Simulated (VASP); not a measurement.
A run of VASP 6.6.1 is set up as follows.

INCAR

```
  ALGO = Normal
  EDIFF = 1E-8
  ENCUT = 520
  GGA = PS
  IBRION = 8
  ISIF = 2
  ISMEAR = 0
  LASPH = T
  LCHARG = T
  LEPSILON = T
  LREAL = F
  LWAVE = F
  NBANDS = 15
  NELM = 80
  NSW = 1
  PREC = Accurate
  SIGMA = 0.01
```

Contents of KPOINTS:

```
k-points
0
Gamma
  8 8 8
```

Contents of POSCAR:

```
KBr
1.0
    0.0000000000      2.9270851505      2.9270851505
    2.9270851505      0.0000000000      2.9270851505
    2.9270851505      2.9270851505      0.0000000000
K Br
1 1
Direct
    0.0000000000      0.0000000000      0.0000000000
    0.5000000000      0.5000000000      0.5000000000
```

Potentials or basis: VASP PAW PBE potentials, release 64 (K_sv, Br).

Run with:

```console
$ cat potpaw_PBE.64/K_sv/POTCAR potpaw_PBE.64/Br/POTCAR > POTCAR
$ mpirun -np 1 vasp_std > vasp.out
```

Predict the electronic dielectric tensor (diagonal).

3.14.

Predict the Born charges (mean of the diagonal).

K +1.04; Br -1.04 e.

Predict the highest phonon frequency at Γ, LO-TO splitting left out.

218 cm⁻¹.

Born effective charge tensors (e):
atom 1, K
```
1.04 0.00 0.00
0.00 1.04 0.00
0.00 0.00 1.04
```
atom 2, Br
```
-1.04  0.00  0.00
 0.00 -1.04  0.00
 0.00  0.00 -1.04
```

Caveat: the cell wasn't relaxed at this level first, which shifts response properties.
